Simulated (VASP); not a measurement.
# SrTlW (P-6m2) in VASP: a series of runs

SrTlW is run at these levels: PBE; tasks: single point.

Everything below comes from runs of VASP 6.6.1. Logs are shortened: lines on timing, memory, paths and dates and some standing lists are left out, and cuts for length are marked.

### Step 1. The cell of the first run

It takes space group P-6m2 (No. 187, hexagonal). Conventional cell: a = 5.243 Å, b = 5.243 Å, c = 3.087 Å, α = 90.00°, β = 90.00°, γ = 120.00°. Sr (site symmetry -6m2) has 2 Sr at 3.09 Å and 6 W at 3.40 Å and 6 Tl at 3.40 Å within 4.1 Å. Tl (site symmetry -6m2) has 3 W at 3.03 Å and 2 Tl at 3.09 Å and 6 Sr at 3.40 Å within 4.0 Å. W (site symmetry -6m2) has 3 Tl at 3.03 Å and 2 W at 3.09 Å and 6 Sr at 3.40 Å within 4.0 Å.

The cell was generated, and may not be a known phase.

### Step 2. Single point, PBE

INCAR reads:

```
SYSTEM = SrTlW
ALGO = Fast
EDIFF = 1E-6
ENCUT = 520
GGA = PE
ISIF = 2
ISMEAR = 0
LASPH = .True.
LCHARG = .True.
LELF = .True.
LREAL = .False.
LVHAR = .True.
LWAVE = .False.
NBANDS = 26
NELM = 80
PREC = Accurate
SIGMA = 0.1
```

KPOINTS reads:

```
k-points
0
Gamma
  12 12 10
  0 0 0
```

POSCAR reads:

```
SrTlW
1.0
    5.2433820935      0.0000000032      0.0000000000
   -2.6216910495      4.5409020932      0.0000000000
    0.0000000000      0.0000000000      3.0867728608
Sr Tl W
1 1 1
Direct
    0.3333333333      0.6666666667      0.0000000000
    0.6666666667      0.3333333333      0.5000000000
    0.0000000000      0.0000000000      0.5000000000
```

Potentials or basis: VASP PAW PBE potentials, release 64 (Sr_sv, Tl_d, W_sv).

On the command line:

```
$ cat potpaw_PBE.64/Sr_sv/POTCAR potpaw_PBE.64/Tl_d/POTCAR potpaw_PBE.64/W_sv/POTCAR > POTCAR
$ mpirun -np 1 vasp_std > vasp.out
```

OUTCAR:

```text
SYSTEM = SrTlW
   EDIFF = 1E-6
   ENCUT = 520
   GGA = PE
   ISIF = 2
   ISMEAR = 0
   LASPH = .True.
   LREAL = .False.
   NELM = 80
   PREC = Accurate

 ion  position               nearest neighbor table
   1  0.333  0.667  0.000-   3 3.40   3 3.40   2 3.40   2 3.40   2 3.40   2 3.40   3 3.40   3 3.40
                             3 3.40   3 3.40   2 3.40   2 3.40
   2  0.667  0.333  0.500-   3 3.03   3 3.03   3 3.03   1 3.40   1 3.40   1 3.40   1 3.40   1 3.40
                             1 3.40
   3  0.000  0.000  0.500-   2 3.03   2 3.03   2 3.03   1 3.40   1 3.40   1 3.40   1 3.40   1 3.40
                             1 3.40

  LATTYP: Found a hexagonal cell.
 ALAT       =     5.2433820935
 C/A-ratio  =     0.5886988218

  Lattice vectors:

 A1 = (   5.2433820935,   0.0000000032,   0.0000000000)
 A2 = (  -2.6216910495,   4.5409020932,   0.0000000000)
 A3 = (   0.0000000000,   0.0000000000,   3.0867728608)

Analysis of symmetry for initial positions (statically):
=====================================================================
 Subroutine PRICEL returns:
 Original cell was already a primitive cell.

 Routine SETGRP: Setting up the symmetry group for a
 hexagonal supercell.

 Subroutine GETGRP returns: Found 12 space group operations
 (whereof 12 operations were pure point group operations)
 out of a pool of 24 trial point group operations.

The static configuration has the point symmetry D_3h.

Analysis of symmetry for dynamics (positions and initial velocities):
=====================================================================
 Subroutine PRICEL returns:
 Original cell was already a primitive cell.

 Routine SETGRP: Setting up the symmetry group for a
 hexagonal supercell.

 Subroutine GETGRP returns: Found 12 space group operations
 (whereof 12 operations were pure point group operations)
 out of a pool of 24 trial point group operations.

The dynamic configuration has the point symmetry D_3h.

 Subroutine INISYM returns: Found 12 space group operations
 (whereof 12 operations are pure point group operations),
 and found     1 'primitive' translations

----------------------------------------------------------------------------------------

                                     Primitive cell

  volume of cell :      73.4951

  direct lattice vectors                    reciprocal lattice vectors
     5.243382094  0.000000003  0.000000000     0.190716599  0.110110280  0.000000000
    -2.621691049  4.540902093  0.000000000    -0.000000000  0.220220560  0.000000000
     0.000000000  0.000000000  3.086772861     0.000000000  0.000000000  0.323962936

  length of vectors
     5.243382094  5.243382094  3.086772861     0.220220560  0.220220560  0.323962936

  position of ions in fractional coordinates (direct lattice)
     0.333333333  0.666666667  0.000000000
     0.666666667  0.333333333  0.500000000
     0.000000000  0.000000000  0.500000000

  ion indices of the primitive-cell ions
   primitive index   ion index
                 1           1
                 2           2
                 3           3

----------------------------------------------------------------------------------------

 KPOINTS: k-points

Automatic generation of k-mesh.
 Grid dimensions read from file:
 generate k-points for:   12   12   10

 Generating k-lattice:

  Cartesian coordinates                     Fractional coordinates (reciprocal lattice)
     0.015893050  0.009175857  0.000000000     0.083333333 -0.000000000  0.000000000
    -0.000000000  0.018351713  0.000000000     0.000000000  0.083333333  0.000000000
     0.000000000  0.000000000  0.032396294     0.000000000  0.000000000  0.100000000

  Length of vectors
     0.018351713  0.018351713  0.032396294

  Shift w.r.t. Gamma in fractional coordinates (k-lattice)
     0.000000000  0.000000000  0.000000000

 Subroutine IBZKPT returns following result:
 ===========================================

 Found    114 irreducible k-points:

 Following reciprocal coordinates:
            Coordinates               Weight
  0.000000  0.000000  0.000000      1.000000
  0.083333  0.000000  0.000000      6.000000
  0.166667  0.000000  0.000000      6.000000
  0.250000  0.000000  0.000000      6.000000
  0.333333 -0.000000  0.000000      6.000000
  0.416667 -0.000000  0.000000      6.000000
[... 16 lines left out ...]
  0.250000  0.000000  0.100000     12.000000
  0.333333 -0.000000  0.100000     12.000000
 [... further k-points ...]
   k-points           NKPTS =    114   k-points in BZ     NKDIM =    114   number of bands    NBANDS=     26
   number of dos      NEDOS =    301   number of ions     NIONS =      3
   total plane-waves  NPLWV =  38400
   dimension x,y,z NGX =    40 NGY =   40 NGZ =   24
   dimension x,y,z NGXF=    80 NGYF=   80 NGZF=   48
   ions per type =               1   1   1
   NGX,Y,Z   is equivalent  to a cutoff of  12.68, 12.68, 12.93 a.u.
   NGXF,Y,Z  is equivalent  to a cutoff of  25.36, 25.36, 25.85 a.u.
 SYSTEM =  SrTlW
   PREC   = accura    normal or accurate (medium, high low for compatibility)
   ISTART =      0    job   : 0-new  1-cont  2-samecut
   ICHARG =      2    charge: 1-file 2-atom 10-const
   ISPIN  =      1    spin polarized calculation?
   LNONCOLLINEAR =      F non collinear calculations
   LSORBIT =      F    spin-orbit coupling
   LASPH  =      T    aspherical Exc in radial PAW
   ENCUT  =  520.0 eV  38.22 Ry    6.18 a.u.   9.75  9.75  5.74*2*pi/ulx,y,z
   NELM   =     80;   NELMIN=  2; NELMDL= -5     # of ELM steps
   EDIFF  = 0.1E-05   stopping-criterion for ELM
   LREAL  =      F    real-space projection
   EDIFFG = 0.1E-04   stopping-criterion for IOM
   NSW    =      0    number of steps for IOM
   IBRION =     -1    ionic relax: 0-MD 1-quasi-New 2-CG
   NFREE  =      0    steps in history (QN), initial steepest desc. (CG)
   ISIF   =      2    stress and relaxation
   ISYM   =      2    0-nonsym 1-usesym 2-fastsym
   POTIM  = 0.5000    time-step for ionic-motion
   TEBEG  =    0.0;   TEEND  =   0.0 temperature during run
   PSTRESS=    0.0 pullay stress
   NELECT =      37.0000    total number of electrons
   NUPDOWN=      -1.0000    fix difference up-down
   EMIN   =  10.00;   EMAX   =-10.00  energy-range for DOS
   EFERMI =   0.00;   METHOD = LEGACY
   ISMEAR =     0;   SIGMA  =   0.10  broadening in eV -4-tet -1-fermi 0-gaus
   EFERMI_NEDOS =   21; number of points for ismear=-14 and -15
   IALGO  =     68    algorithm
   IMIX   =      4    mixing-type and parameters
     AMIX     =   0.40;   BMIX     =  1.00
     AMIX_MAG =   1.60;   BMIX_MAG =  1.00
  volume/ion in A,a.u.               =      24.50       165.32
  Fermi-wavevector in a.u.,A,eV,Ry     =   1.302335  2.461056 23.076513  1.696076
  Thomas-Fermi vector in A             =   2.433410
   LORBIT       =      0    0 simple, 1 ext, 2 COOP (PROOUT), +10 PAW based schemes
   GGA     = PE    functional components
   LHFCALC =     F    Hartree Fock is set to
   AEXX    =    0.0000 exact exchange contribution
   IVDW    =     0    specifies the selected vdW correction
   LEPSILON=     F    determine dielectric tensor
   LRPA    =     F    only Hartree local field effects (RPA)
 non-spin polarized calculation
 RMM-DIIS sequential band-by-band and
 Gauss-broadening in eV      SIGMA  =   0.10
  energy-cutoff  :      520.00
  volume of cell :       73.50
 maximum number of plane-waves:      2016
 NGX is ok and might be reduce to    40
   NGX = 19   NGY = 19   NGZ = 11

 number of electron      36.9999995 magnetization

 Free energy of the ion-electron system (eV)
  ---------------------------------------------------
  ext. energy  EPLUGINS =         0.00000000
  ---------------------------------------------------
  free energy    TOTEN  =       -13.69534199 eV

  energy without entropy =      -13.68090854  energy(sigma->0) =      -13.68812526

 E-fermi :   6.3197     XC(G=0): -10.8320

 val. band max:        6.3176188251   @ k =   0.2500   0.2500   0.0000
 cond. band min:       6.3378735994   @ k =   0.3333   0.1667   0.1000
 fundamental gap:      0.0202547743
 Fermi energy:         6.3197376530

 k-point     1 :       0.0000    0.0000    0.0000
  band No.  band energies     occupation
      1     -67.4621      2.00000
      2     -31.6611      2.00000
      3     -31.6611      2.00000
      4     -31.4080      2.00000
      5     -28.7586      2.00000
      6     -10.8350      2.00000
[... 18 lines left out ...]
     25      12.0773      0.00000
     26      13.6242      0.00000

 k-point     2 :       0.0833    0.0000    0.0000
  band No.  band energies     occupation
      1     -67.4621      2.00000
      2     -31.6613      2.00000
      3     -31.6611      2.00000
      4     -31.4080      2.00000
      5     -28.7583      2.00000
      6     -10.8388      2.00000
[... 18 lines left out ...]
     25      11.9100      0.00000
     26      13.4423      0.00000

 k-point     3 :       0.1667    0.0000    0.0000
  band No.  band energies     occupation
      1     -67.4621      2.00000
      2     -31.6617      2.00000
      3     -31.6611      2.00000
      4     -31.4080      2.00000
      5     -28.7577      2.00000
      6     -10.8488      2.00000
[... 18 lines left out ...]
     25      11.4923      0.00000
     26      13.1498      0.00000

 k-point     4 :       0.2500    0.0000    0.0000
  band No.  band energies     occupation
      1     -67.4620      2.00000
      2     -31.6622      2.00000
      3     -31.6611      2.00000
      4     -31.4080      2.00000
      5     -28.7567      2.00000
      6     -10.8618      2.00000
[... 18 lines left out ...]
     25      10.9883      0.00000
     26      12.9417      0.00000

 k-point     5 :       0.3333   -0.0000    0.0000
  band No.  band energies     occupation
      1     -67.4620      2.00000
      2     -31.6628      2.00000
      3     -31.6612      2.00000
      4     -31.4080      2.00000
      5     -28.7558      2.00000
      6     -10.8741      2.00000
[... 18 lines left out ...]
     25      11.4116      0.00000
     26      12.8361      0.00000

 k-point     6 :       0.4167   -0.0000    0.0000
  band No.  band energies     occupation
      1     -67.4620      2.00000
      2     -31.6632      2.00000
      3     -31.6612      2.00000
      4     -31.4080      2.00000
      5     -28.7552      2.00000
      6     -10.8827      2.00000
[... 427 lines left out ...]
 k-point    21 :       0.0833    0.0000    0.1000
  band No.  band energies     occupation
      1     -67.4610      2.00000
      2     -31.6588      2.00000
      3     -31.6586      2.00000
      4     -31.4335      2.00000
      5     -28.7371      2.00000
      6     -10.8130      2.00000
[... 18 lines left out ...]
     25      11.6107      0.00000
     26      13.2449      0.00000

 k-point    22 :       0.1667    0.0000    0.1000
  band No.  band energies     occupation
      1     -67.4609      2.00000
      2     -31.6592      2.00000
      3     -31.6586      2.00000
      4     -31.4335      2.00000
      5     -28.7365      2.00000
      6     -10.8223      2.00000
[... 18 lines left out ...]
     25      11.3506      0.00000
     26      12.8287      0.00000

 k-point    23 :       0.2500    0.0000    0.1000
  band No.  band energies     occupation
      1     -67.4610      2.00000
      2     -31.6597      2.00000
      3     -31.6587      2.00000
      4     -31.4335      2.00000
      5     -28.7357      2.00000
      6     -10.8344      2.00000
[... 18 lines left out ...]
     25      11.1092      0.00000
     26      12.4262      0.00000

 k-point    24 :       0.3333   -0.0000    0.1000
  band No.  band energies     occupation
      1     -67.4610      2.00000
      2     -31.6602      2.00000
      3     -31.6587      2.00000
      4     -31.4335      2.00000
      5     -28.7349      2.00000
      6     -10.8459      2.00000
[... 18 lines left out ...]
     25      11.5528      0.00000
     26      12.2787      0.00000

 [... further k-points ...]

------------------------ aborting loop because EDIFF is reached ----------------------------------------

  FORCE on cell =-STRESS in cart. coord.  units (eV):
  Direction    XX          YY          ZZ          XY          YZ          ZX
  --------------------------------------------------------------------------------------
  -------------------------------------------------------------------------------------
  Total        0.0770769      0.0770769      0.0618677      0.0000000      0.0000000      0.0000000
  in kB        1.6802606      1.6802606      1.3487022      0.0000000      0.0000000      0.0000000
  external PRESSURE =       1.5697411 kB  Pullay stress =       0.0000000 kB

 VOLUME and BASIS-vectors are now :
 -----------------------------------------------------------------------------
  energy-cutoff  :      520.00
  volume of cell :       73.50
      direct lattice vectors                 reciprocal lattice vectors
     5.243382094  0.000000003  0.000000000     0.190716599  0.110110280  0.000000000
    -2.621691049  4.540902093  0.000000000    -0.000000000  0.220220560  0.000000000
     0.000000000  0.000000000  3.086772861     0.000000000  0.000000000  0.323962936

 POSITION                                       TOTAL-FORCE (eV/Angst)
 -----------------------------------------------------------------------------------
     -0.00000      3.02727      0.00000         0.000000      0.000000      0.000000
      2.62169      1.51363      1.54339        -0.000000     -0.000000      0.000000
      0.00000      0.00000      1.54339         0.000000     -0.000000      0.000000
 -----------------------------------------------------------------------------------
    total drift:                               -0.000000      0.000000      0.000000

  FREE ENERGIE OF THE ION-ELECTRON SYSTEM (eV)
  ---------------------------------------------------
  free  energy   TOTEN  =       -13.6953419852 eV

  energy  without entropy=      -13.6809085440  energy(sigma->0) =      -13.68812526
```

Wall time 8.1 min (1 thread of Intel Xeon 8259CL, shared host); peak memory 0.38 GiB.

What came out:

```yaml
Free_energy: -13.6953 eV
Pressure: 0.2 GPa
Band_gap_on_the_k_mesh: zero (an odd number of electrons rules out a gap without spin polarisation)
```

Levels at points of the mesh, in eV from the Fermi level:
```csv
k point,band 15,band 16,band 17,band 18,band 19,band 20,band 21,band 22,band 23,band 24
"(0.00, 0.00, 0.00)",-2.57,-2.13,-2.13,0.19,0.64,0.64,1.69,1.69,2.37,5.76
"(0.50, 0.00, 0.00)",-4.50,-2.03,-1.37,-0.66,0.29,1.63,1.67,1.83,3.01,3.72
"(0.00, 0.00, 0.50)",-2.56,-1.62,-1.62,-1.33,-1.33,2.62,3.04,3.04,3.80,4.62
"(0.50, 0.00, 0.50)",-2.63,-1.70,-1.09,-0.45,0.09,0.26,0.43,1.41,4.25,4.78
```

Caveat: spin-orbit coupling is left out, which moves the levels of the heavy elements.

(Continued in part 2 of 2.)

The gap in the log of VASP goes by the Fermi energy; the results here count the filled bands.